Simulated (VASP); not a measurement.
PbSe:

```
Pb Se
1.0
     0.00000    3.08870    2.91141
     3.08870    0.00000    2.91141
     3.08870    3.08870    0.00000
Pb Se
1 1
Direct
  0.00000 0.00000 0.00000
  0.50000 0.50000 0.50000
```

This cell differs from its parent crystal: uniaxial z strain -5.7%.

Base run:

* Program: VASP 6.6.1
* Functional: r2SCAN
* Potentials or basis: VASP PAW PBE potentials, release 64 (Pb_d, Se)
* Cutoff: 520 eV
* k mesh: 8 × 8 × 8
* Occupations: fermi-dirac, width 0.02 eV
* Spin: no spin polarisation

Its results: band gap on the k mesh 0.34 eV, direct; pressure 4.1 GPa.

The run is repeated on the same cell with these changes: functional from r2SCAN to PBE. What comes out?

Band gap on the k mesh 0.07 eV, direct; pressure 4.9 GPa.

r2SCAN gives the wider gap, since meta-GGAs in the generalised Kohn-Sham scheme recover part of the derivative discontinuity.

Caveats: spin-orbit coupling is left out, which moves the levels of the heavy elements; the PAW data sets were made with another functional, which shifts forces and pressure a little (some runs).

A k mesh can miss the band edges.
